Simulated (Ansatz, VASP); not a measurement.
Two plane-wave programs on NaHF2

```
Na H F
1.0
     1.79385    1.03568    3.58223
    -1.79385    1.03568    3.58223
     0.00000   -2.07136    3.58223
Na H F
1 1 2
Direct
  0.00000 0.00000 0.00000
  0.50000 0.50000 0.50000
  0.41688 0.41688 0.41688
  0.58312 0.58312 0.58312
```

Alike in both runs: task single point; functional PBEsol; dispersion D3(BJ); k mesh 9 × 9 × 9; occupations gaussian, width 0.05 eV; no spin polarisation.

|  | VASP | Ansatz |
| --- | --- | --- |
| version | VASP 6.6.1 | Ansatz 0.2.0 |
| potentials or method | VASP PAW PBE potentials, release 64 (Na_pv, H, F), cutoff 520 eV | scalar-relativistic, plane waves, PAW |
| valence electrons in the cell | 22 | 24 |

|  | VASP | Ansatz | Ansatz less VASP |
| --- | --- | --- | --- |
| gap on the k mesh at the Fermi level (eV) | 5.97 | 5.97 | -0.003 |
| least direct gap on the mesh (eV) | 5.97 | 5.97 | -0.003 |
| rms of the force components (eV/Å) | 7.184 | 6.869 | -0.3150 |

VASP's potentials were made for PBE, not for PBEsol. Atom by atom the forces differ by 0.315 eV/Å (rms over components). VASP's potentials hold 22 valence electrons a cell and Ansatz's 24, so a difference there can come from the potentials and not from the codes.
